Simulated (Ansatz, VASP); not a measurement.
# One calculation of InAs, two programs

The input POSCAR:

```
InAs
1.0
    0.0000000000      2.3282939243      2.3282939243
    2.3282939243      0.0000000000      2.3282939243
    2.3282939243      2.3282939243      0.0000000000
In As
1 1
Direct
    0.0000000000      0.0000000000      0.0000000000
    0.5000000000      0.5000000000      0.5000000000
```

File INCAR.step1:

```
PREC = Accurate ; ENCUT = 550
ISMEAR = -1 ; SIGMA = 0.05
LREAL = F ; LASPH = T
NELM = 120 ; NBANDS = 16
GGA = PE ; ALGO = Normal
EDIFF = 1E-5 ; LWAVE = T
LCHARG = F ; GGA_COMPAT = F
```

Contents of INCAR.step2:

```
PREC = Accurate ; ENCUT = 550
EDIFF = 1E-6 ; ISMEAR = -1
SIGMA = 0.05 ; LREAL = F
LASPH = T ; NELM = 120
ALGO = Normal ; ISIF = 2
LWAVE = F ; LCHARG = T
METAGGA = R2SCAN ; LMIXTAU = T
LELF = T ; LVHAR = T
NBANDS = 16 ; ISTART = 1
GGA_COMPAT = F
```

File KPOINTS:

```
regular mesh
0
Gamma
  13 13 13
```

Input for Ansatz:

```yaml
crystal:
  lattice:
    - [0.0, 2.3282939243, 2.3282939243]
    - [2.3282939243, 0.0, 2.3282939243]
    - [2.3282939243, 2.3282939243, 0.0]
  atoms:
    - { symbol: In, position: [0.0, 0.0, 0.0] }
    - { symbol: As, position: [0.5, 0.5, 0.5] }
kpoints:
  mp_grid: { grid: [13, 13, 13] }
scf:
  occupations: { method: fermi_dirac, width: 0.05 }
hamiltonian:
  xc: r2scan
  pseudopotentials: { kind: paw, partial_waves: polarizable }
output:
  forces: true
  stress: true
  eigenvalues: true
```

Change from the starting cell: volume scaled by 0.55, PAW files, partial_waves polarizable.

Alike in both runs: task single point; functional r2SCAN; k mesh 13 × 13 × 13; occupations fermi-dirac, width 0.05 eV; no spin polarisation.

|  | VASP | Ansatz |
| --- | --- | --- |
| version | VASP 6.6.1 | Ansatz 0.2.0 |
| potentials or method | VASP PAW PBE potentials, release 64 (In_d, As) | PAW with Ansatz's default frozen-core files, scalar-relativistic |
| plane-wave cutoff (eV) | 550 | 500 |
| valence electrons in the cell | 18 | 28 |

VASP gave:

```
pressure (GPa) : 176.2
```

Question: Estimate Ansatz's values.

Answer: Pressure (GPa): 173.9.

VASP's potentials were made for PBE, not for r2SCAN. Both programs put the cell under a high pressure, so it lies far from rest at this level. The functional is the same, so the differences come from potentials, cutoffs and numerics. VASP's potentials hold 18 valence electrons a cell and Ansatz's 28, so a difference there can come from the potentials and not from the codes.

Noted on VASP's run: the cell as given lies far from equilibrium.
